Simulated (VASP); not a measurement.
Crystal: Ti2C.

```
Ti C
1.0
     1.54070    0.88952    4.81377
    -1.54070    0.88952    4.81377
     0.00000   -1.77905    4.81377
Ti C
2 1
Cartesian
  0.0000 0.0000 3.5453
  0.0000 0.0000 10.8960
  0.0000 0.0000 7.2207
```

```yaml
Program: VASP 6.6.1
Task: relaxation of cell and atoms
Functional: PBEsol
Potentials_or_basis: VASP PAW PBE potentials, release 64 (Ti_sv, C)
Cutoff: 600 eV
k_mesh: 15 × 15 × 15
Occupations: gaussian, width 0.1 eV
Spin: no spin polarisation
```

At the start: pressure -4.6 GPa; volume 13.19 Å³/atom.

Task: Where does the relaxation end?

Result: Over 10 steps the energy falls by 4.9 meV/atom and the volume is 12.84 Å³/atom (-2.7 %); space group R-3m (No. 166, to 0.05 Å).

The path:
| step | energy change (eV) | largest force (eV/Å) | pressure (GPa) | volume (Å³) |
| --- | --- | --- | --- | --- |
| 1 | 0.0000 | 0.1755 | -4.55 | 39.58 |
| 2 | 0.0166 | 0.6350 | 7.12 | 37.47 |
| 3 | -0.0133 | 0.1302 | -0.19 | 38.72 |
| 4 | -0.0133 | 0.1368 | -0.12 | 38.70 |
| 5 | -0.0144 | 0.0504 | -0.01 | 38.58 |
| 6 | -0.0145 | 0.0122 | 0.04 | 38.53 |
| 7 | -0.0146 | 0.0043 | -0.11 | 38.54 |
| 8 | -0.0146 | 0.0105 | -0.16 | 38.54 |
| 9 | -0.0146 | 0.0140 | 0.18 | 38.47 |
| 10 | -0.0146 | 0.0005 | 0.01 | 38.51 |

Final structure:
```xyz
3
Lattice="1.5266 0.8814 4.7700 -1.5266 0.8814 4.7700 0.0000 -1.7627 4.7700" Properties=species:S:1:pos:R:3 pbc="T T T"
Ti    0.0000    0.0000    3.5192
Ti    0.0000    0.0000   10.7909
C     0.0000    0.0000    7.1550
```

Caveat: the PAW data sets were made with another functional, which shifts forces and pressure a little.
